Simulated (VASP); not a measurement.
Here is a VASP 6.6.1 calculation.

The input INCAR:

```
PREC     = Accurate       # precision mode
ENCUT    = 520            # plane-wave cutoff, eV
EDIFF    = 1E-6           # SCF threshold, eV
ISMEAR   = 0              # smearing method
SIGMA    = 0.1            # smearing width, eV
LREAL    = False          # projectors in reciprocal space
LASPH    = True           # aspherical terms in the spheres
NELM     = 100            # most SCF steps
ALGO     = Normal         # electronic algorithm
ISIF     = 2              # what is computed and relaxed
LWAVE    = False          # write WAVECAR
LCHARG   = True           # write CHGCAR
GGA      = PE             # functional
LELF     = True           # ELF
LVHAR    = True         
NBANDS   = 15             # bands
```

Contents of KPOINTS:

```
regular mesh
0
Gamma
  6 6 6
```

The input POSCAR:

```
Be
1.0
    0.0000000000      2.9026720744      2.9026720744
    2.9026720744      0.0000000000      2.9026720744
    2.9026720744      2.9026720744      0.0000000000
Be
6
Direct
    0.2500000000      0.2500000000      0.2500000000
    0.5000000000      0.5000000000      0.5000000000
    0.8750123357      0.8750123357      0.8750123357
    0.8750123357      0.8750123357      0.3749629930
    0.8750123357      0.3749629930      0.8750123357
    0.3749629930      0.8750123357      0.8750123357
```

Potentials or basis: VASP PAW PBE potentials, release 64 (Be).

Command:

```console
$ cat potpaw_PBE.64/Be/POTCAR > POTCAR
$ mpirun -np 1 vasp_std > vasp.out
```

(1) Estimate the pressure.

(2) Predict the band gap on the k mesh.

## Answers

(1) 0.2 GPa.

(2) zero (bands 6 and 7 overlap by 1.37 eV).
